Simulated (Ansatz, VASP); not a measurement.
## Two plane-wave programs on Si2C

```xyz
6
Lattice="2.7365 0.0000 0.0000 -1.3682 2.3698 0.0000 0.0000 0.0000 13.3251" Properties=species:S:1:pos:R:3 pbc="T T T"
Si    0.0000    1.5799    0.0000
Si    0.0000    1.5799    4.4417
Si    0.0000    1.5799    8.8834
Si    1.3682    0.7899    6.6625
C     1.3682    0.7899    2.2208
C     1.3682    0.7899   11.1042
```

Alike in both runs: task single point; functional PBE; k mesh 6 × 6 × 2; occupations gaussian, width 0.1 eV; collinear spin.

|  | VASP | Ansatz |
| --- | --- | --- |
| version | VASP 6.6.1 | Ansatz 0.2.0 |
| potentials or method | VASP PAW PBE potentials, release 64 (Si, C), cutoff 520 eV | scalar-relativistic, plane waves, PAW |
| valence electrons in the cell | 24 | 24 |

|  | VASP | Ansatz | Ansatz less VASP |
| --- | --- | --- | --- |
| gap on the k mesh at the Fermi level (eV) | none | none | - |
| pressure (GPa) | -13.7 | -13.7 | 0.00 |
| traceless stress, the component that is largest in VASP (GPa) | -7.30 | -7.31 | -0.005 |
| rms of the force components (eV/Å) | 0.491 | 0.493 | +0.0013 |
| net moment per atom (μB) | 0.00 | 0.00 | 0.000 |

Atom by atom the forces differ by 0.001 eV/Å (rms over components). A gap of «none» marks a metal or a gap that the smearing closes. Ansatz's warnings: seeded moment not kept.

The k mesh is coarse, so the values compare programs but aren't converged.
